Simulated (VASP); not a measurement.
Set up this calculation in VASP 6.6.1, as the native input.

* Task: single point
* Functional: PBE
* Potentials or basis: VASP PAW PBE potentials, release 64 (Ba_sv)
* Cutoff: 520 eV
* k mesh: 10 × 10 × 6
* Occupations: gaussian, width 0.1 eV
* Spin: no spin polarisation
* Dipole correction: no
* Further INCAR settings: ALGO = Fast; EDIFF = 1e-07; NBANDS = 17

The structure of Ba lies in POSCAR:

```
Ba
1.0
    3.5662148610     -2.5603812288      0.1019159554
    3.4843651355      2.4435767471      0.0012397862
    0.1032490488     -0.1438009036      7.0621342762
Ba
2
Direct
    0.7551683995      0.2421838836      0.2453532976
    0.2448316005      0.7578161164      0.7546467024
```

This cell differs from its parent crystal: atoms moved at random and the cell strained at random.

These files were run (other wordings do the same):

INCAR

```
PREC = Accurate
ENCUT = 520
EDIFF = 1E-7
ISMEAR = 0
SIGMA = 0.1
LREAL = False
LASPH = True
NELM = 60
ALGO = Fast
ISIF = 2
LWAVE = False
LCHARG = False
GGA = PE
NBANDS = 17
```

KPOINTS

```
Automatic mesh
0
Gamma
  10 10 6
```

Potentials or basis: VASP PAW PBE potentials, release 64 (Ba_sv).

The run is started by

```sh
$ cat potpaw_PBE.64/Ba_sv/POTCAR > POTCAR
$ mpirun -np 1 vasp_std > vasp.out
```

It gave:

The pressure is 0.2 GPa, the largest force is 0.118 eV/Å and the band gap on the k mesh is zero (bands 10 and 11 overlap by 0.96 eV).

Caveat: the cell differs from its parent crystal (atoms moved at random and the cell strained at random); spin-orbit coupling is left out, which moves the levels of the heavy elements.

Wall time 8.7 min on 1 thread of Intel(R) Xeon(R) Platinum 8488C (Sapphire Rapids), on a shared host, peak memory 0.64 GiB.
